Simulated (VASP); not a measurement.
# CdS (Fm-3m) in VASP: settings compared

CdS is run at these levels: PBE, RPBE+D3(BJ)+U; tasks: single point.

Everything below comes from runs of VASP 6.6.1. Logs are shortened: lines on timing, memory, paths and dates and some standing lists are left out, and cuts for length are marked.

## Step 1: The cell of the first run

The structure is cubic, space group Fm-3m (No. 225). Conventional cell: a = 5.506 Å, b = 5.506 Å, c = 5.506 Å, α = 90.00°, β = 90.00°, γ = 90.00°. Within 3.6 Å of Cd (site symmetry m-3m) lie 6 S at 2.75 Å. S (site symmetry m-3m) has 6 Cd at 2.75 Å within 3.6 Å.

## Step 2: Single point, PBE

File INCAR:

```
PREC = Accurate
ENCUT = 500
EDIFF = 1E-6
ISMEAR = 0
SIGMA = 0.1
LREAL = F
LASPH = T
NELM = 120
ALGO = Normal
ISIF = 2
LWAVE = F
LCHARG = T
GGA = PE
LELF = T
LVHAR = T
NELECT = 17.75
NBANDS = 16
GGA_COMPAT = F
```

File KPOINTS:

```
regular mesh
0
Gamma
  4 4 4
```

File POSCAR:

```
CdS
1.0
    0.0000000000      2.7532440000      2.7532440000
    2.7532440000      0.0000000000      2.7532440000
    2.7532440000      2.7532440000      0.0000000000
Cd S
1 1
Direct
    0.0000000000      0.0000000000      0.0000000000
    0.5000000000      0.5000000000      0.5000000000
```

Potentials or basis: VASP PAW PBE potentials, release 64 (Cd, S).

Launch:

```bash
cat potpaw_PBE.64/Cd/POTCAR potpaw_PBE.64/S/POTCAR > POTCAR
mpirun -np 1 vasp_std > vasp.out
```

OUTCAR:

```text
PREC = Accurate
   ENCUT = 500
   EDIFF = 1E-6
   ISMEAR = 0
   LREAL = F
   LASPH = T
   NELM = 120
   ISIF = 2
   GGA = PE
   NELECT = 17.75

 ion  position               nearest neighbor table
   1  0.000  0.000  0.000-   2 2.75   2 2.75   2 2.75   2 2.75   2 2.75   2 2.75
   2  0.500  0.500  0.500-   1 2.75   1 2.75   1 2.75   1 2.75   1 2.75   1 2.75

  LATTYP: Found a face centered cubic cell.
 ALAT       =     5.5064880000

  Lattice vectors:

 A1 = (   0.0000000000,   2.7532440000,   2.7532440000)
 A2 = (   2.7532440000,   0.0000000000,   2.7532440000)
 A3 = (   2.7532440000,   2.7532440000,   0.0000000000)

Analysis of symmetry for initial positions (statically):
=====================================================================
 Subroutine PRICEL returns:
 Original cell was already a primitive cell.

 Routine SETGRP: Setting up the symmetry group for a
 face centered cubic supercell.

 Subroutine GETGRP returns: Found 48 space group operations
 (whereof 48 operations were pure point group operations)
 out of a pool of 48 trial point group operations.

The static configuration has the point symmetry O_h .

Analysis of symmetry for dynamics (positions and initial velocities):
=====================================================================
 Subroutine PRICEL returns:
 Original cell was already a primitive cell.

 Routine SETGRP: Setting up the symmetry group for a
 face centered cubic supercell.

 Subroutine GETGRP returns: Found 48 space group operations
 (whereof 48 operations were pure point group operations)
 out of a pool of 48 trial point group operations.

The dynamic configuration has the point symmetry O_h .

 Subroutine INISYM returns: Found 48 space group operations
 (whereof 48 operations are pure point group operations),
 and found     1 'primitive' translations

----------------------------------------------------------------------------------------

                                     Primitive cell

  volume of cell :      41.7411

  direct lattice vectors                    reciprocal lattice vectors
     0.000000000  2.753244000  2.753244000    -0.181603955  0.181603955  0.181603955
     2.753244000  0.000000000  2.753244000     0.181603955 -0.181603955  0.181603955
     2.753244000  2.753244000  0.000000000     0.181603955  0.181603955 -0.181603955

  length of vectors
     3.893675005  3.893675005  3.893675005     0.314547277  0.314547277  0.314547277
[... 62 lines left out ...]
   ENCUT  =  500.0 eV  36.75 Ry    6.06 a.u.   7.10  7.10  7.10*2*pi/ulx,y,z
   NELM   =    120;   NELMIN=  2; NELMDL= -5     # of ELM steps
   EDIFF  = 0.1E-05   stopping-criterion for ELM
   LREAL  =      F    real-space projection
   EDIFFG = 0.1E-04   stopping-criterion for IOM
   NSW    =      0    number of steps for IOM
   IBRION =     -1    ionic relax: 0-MD 1-quasi-New 2-CG
   NFREE  =      0    steps in history (QN), initial steepest desc. (CG)
   ISIF   =      2    stress and relaxation
   ISYM   =      2    0-nonsym 1-usesym 2-fastsym
   POTIM  = 0.5000    time-step for ionic-motion
   TEBEG  =    0.0;   TEEND  =   0.0 temperature during run
   PSTRESS=    0.0 pullay stress
   NELECT =      17.7500    total number of electrons
   NUPDOWN=      -1.0000    fix difference up-down
   EMIN   =  10.00;   EMAX   =-10.00  energy-range for DOS
   EFERMI =   0.00;   METHOD = LEGACY
   ISMEAR =     0;   SIGMA  =   0.10  broadening in eV -4-tet -1-fermi 0-gaus
   EFERMI_NEDOS =   21; number of points for ismear=-14 and -15
   IALGO  =     38    algorithm
   IMIX   =      4    mixing-type and parameters
     AMIX     =   0.40;   BMIX     =  1.00
     AMIX_MAG =   1.60;   BMIX_MAG =  1.00
  volume/ion in A,a.u.               =      20.87       140.84
  Fermi-wavevector in a.u.,A,eV,Ry     =   1.231080  2.326404 20.620416  1.515558
  Thomas-Fermi vector in A             =   2.365903
   LORBIT       =      0    0 simple, 1 ext, 2 COOP (PROOUT), +10 PAW based schemes
   GGA     = PE    functional components
   LHFCALC =     F    Hartree Fock is set to
   AEXX    =    0.0000 exact exchange contribution
   IVDW    =     0    specifies the selected vdW correction
   LEPSILON=     F    determine dielectric tensor
   LRPA    =     F    only Hartree local field effects (RPA)
 non-spin polarized calculation
 Gauss-broadening in eV      SIGMA  =   0.10
  energy-cutoff  :      500.00
  volume of cell :       41.74
 maximum number of plane-waves:      1068
   NGX = 15   NGY = 15   NGZ = 15

 number of electron      17.7499990 magnetization

 Free energy of the ion-electron system (eV)
  ---------------------------------------------------
  ext. energy  EPLUGINS =         0.00000000
  ---------------------------------------------------
  free energy    TOTEN  =        -6.47640583 eV

  energy without entropy =       -6.46502136  energy(sigma->0) =       -6.47071360

 E-fermi :   2.5731     XC(G=0): -10.2035

 val. band max:        2.4991777708   @ k =  -0.2500   0.2500   0.0000
 cond. band min:       2.6272675515   @ k =   0.5000   0.0000   0.0000
 fundamental gap:      0.1280897806
 Fermi energy:         2.5731060954

 k-point     1 :       0.0000    0.0000    0.0000
  band No.  band energies     occupation
      1     -10.0147      2.00000
      2      -4.8419      2.00000
      3      -4.8419      2.00000
      4      -4.8300      2.00000
      5      -4.8300      2.00000
      6      -4.8300      2.00000
[... 129 lines left out ...]
      3      -4.8241      2.00000
      4      -4.8241      2.00000
      5      -4.5777      2.00000
      6      -4.1420      2.00000
[... 8 lines left out ...]
     15      15.6242      0.00000
     16      17.3144      0.00000

------------------------ aborting loop because EDIFF is reached ----------------------------------------

  FORCE on cell =-STRESS in cart. coord.  units (eV):
  Direction    XX          YY          ZZ          XY          YZ          ZX
  --------------------------------------------------------------------------------------
  -------------------------------------------------------------------------------------
  Total       -2.3353034     -2.3353034     -2.3353034     -0.0000000      0.0000000     -0.0000000
  in kB      -89.6375122    -89.6375122    -89.6375122     -0.0000000      0.0000000     -0.0000000
  external PRESSURE =     -89.6375122 kB  Pullay stress =       0.0000000 kB

 VOLUME and BASIS-vectors are now :
 -----------------------------------------------------------------------------
  energy-cutoff  :      500.00
  volume of cell :       41.74
      direct lattice vectors                 reciprocal lattice vectors
     0.000000000  2.753244000  2.753244000    -0.181603955  0.181603955  0.181603955
     2.753244000  0.000000000  2.753244000     0.181603955 -0.181603955  0.181603955
     2.753244000  2.753244000  0.000000000     0.181603955  0.181603955 -0.181603955

 POSITION                                       TOTAL-FORCE (eV/Angst)
 -----------------------------------------------------------------------------------
      0.00000      0.00000      0.00000         0.000000      0.000000     -0.000000
      2.75324      2.75324      2.75324        -0.000000     -0.000000      0.000000
 -----------------------------------------------------------------------------------
    total drift:                                0.000000      0.000000      0.000000

  FREE ENERGIE OF THE ION-ELECTRON SYSTEM (eV)
  ---------------------------------------------------
  free  energy   TOTEN  =        -6.4764058280 eV

  energy  without entropy=       -6.4650213630  energy(sigma->0) =       -6.47071360
```

It used 6.2 s of CPU time on 1 thread of Intel Xeon 6455B (shared host).

Results:

* Free energy: -6.4764 eV

Caveat: the k points lie up to 0.49 Å⁻¹ apart; the cell carries a net charge on a neutralising background, which shifts energy and pressure; the cell is charged against a uniform background, so pressure and absolute levels hang on convention.

## Step 3: Single point, RPBE+D3(BJ)+U

File INCAR:

```
SYSTEM = CdS
PREC = Accurate
ENCUT = 500
EDIFF = 1E-6
ISMEAR = 0
SIGMA = 0.1
LREAL = .FALSE.
LASPH = .TRUE.
NELM = 200
ALGO = Normal
ISIF = 2
LWAVE = .FALSE.
LCHARG = .TRUE.
LDAU = .TRUE.
LDAUTYPE = 2
LDAUL = 2 -1
LDAUU = 3.5 0
LDAUJ = 0 0
LDAUPRINT = 1
GGA = RP
IVDW = 12
LELF = .TRUE.
LVHAR = .TRUE.
NBANDS = 16
GGA_COMPAT = .FALSE.
```

File KPOINTS:

```
Automatic mesh
0
G
  4 4 4
  0 0 0
```

POSCAR is that of step 2.

Potentials or basis: VASP PAW PBE potentials, release 64 (Cd, S).

Launch:

```bash
cat potpaw_PBE.64/Cd/POTCAR potpaw_PBE.64/S/POTCAR > POTCAR
mpirun -np 1 vasp_std > vasp.out
```

It took 8.5 s on 1 thread of Intel Xeon 6455B, shared host; peak memory 0.16 GiB.

Results (log left out):

- Free energy: -7.5061 eV
- Pressure: -13.4 GPa
- Band gap on the k mesh: 0.58 eV, indirect (least direct gap 1.69 eV)
- Dispersion energy per atom: -1.461 eV

Levels at points of the mesh, in eV from the valence-band top:
| k point | band 5 | band 6 | band 7 | band 8 | band 9 | band 10 | band 11 | band 12 | band 13 | band 14 |
| --- | --- | --- | --- | --- | --- | --- | --- | --- | --- | --- |
| (0.00, 0.00, 0.00) | -8.97 | -8.97 | -0.51 | -0.51 | -0.51 | 1.18 | 9.18 | 9.18 | 9.18 | 11.67 |
| (0.50, 0.00, 0.00) | -8.82 | -8.82 | -4.67 | 0.00 | 0.00 | 3.84 | 6.20 | 6.20 | 6.95 | 12.31 |
| (0.50, 0.50, 0.00) | -8.76 | -7.90 | -3.88 | -1.85 | -1.85 | 0.58 | 6.06 | 10.06 | 11.47 | 11.47 |

Eigenvalues of the final occupation matrices:
```
    site  spin  trace               eigenvalues
site 1 d     1   4.89  0.97 0.97 0.97 0.99 0.99
site 1 d     2   4.89  0.97 0.97 0.97 0.99 0.99
```

Caveat: the k points lie up to 0.49 Å⁻¹ apart; three body term missing; the PAW data sets were made with another functional, which shifts forces and pressure a little.

(Continued in part 2 of 3.)
